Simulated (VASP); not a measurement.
## TiAl: single point with LDA

TiAl:

```
Ti Al
1.0
     3.19105    0.19944    0.19944
     0.19944    3.19105    0.19944
     0.19944    0.19944    3.19105
Ti Al
1 1
Direct
  0.00000 0.00000 0.00000
  0.50000 0.50000 0.50000
```

This cell differs from its parent crystal: ratio of the length along [111] to the lengths across it x 1.2, volume and fractional coordinates fixed.

| Item | Value |
| --- | --- |
| Program | VASP 6.6.1 |
| Task | single point |
| Functional | LDA |
| Potentials or basis | VASP PAW LDA potentials, release 64 (Ti_sv, Al) |
| Cutoff | 520 eV |
| k mesh | 16 × 16 × 16 |
| Occupations | gaussian, width 0.15 eV |
| Spin | no spin polarisation |
| Dipole correction | no |
| Further INCAR settings | ALGO = Fast; EDIFF = 1e-07; NBANDS = 14 |

```yaml
Pressure: -2.3 GPa
Band_gap_on_the_k_mesh: zero (an odd number of electrons rules out a gap without spin polarisation)
```

Stress tensor (GPa, compression positive):
```
-2.32 -3.70 -3.70
-3.70 -2.32 -3.70
-3.70 -3.70 -2.32
```

Levels at points of the mesh, in eV from the Fermi level:
```
           k point  band 5  band 6  band 7  band 8  band 9  band 10
(0.00, 0.00, 0.00)   -8.85   -1.10   -1.10    1.52    1.52     2.16
(0.50, 0.00, 0.00)   -5.55   -4.77   -0.68    0.35    0.66     1.88
(0.50, 0.50, 0.00)   -4.76   -2.23   -1.26   -0.91    0.84     0.91
(0.50, 0.50, 0.50)   -3.27   -2.54   -2.54   -0.26    2.83     2.83
```

Wall time 5.1 min on 1 thread of Intel Xeon 8259CL (shared host), peak memory 0.29 GiB.
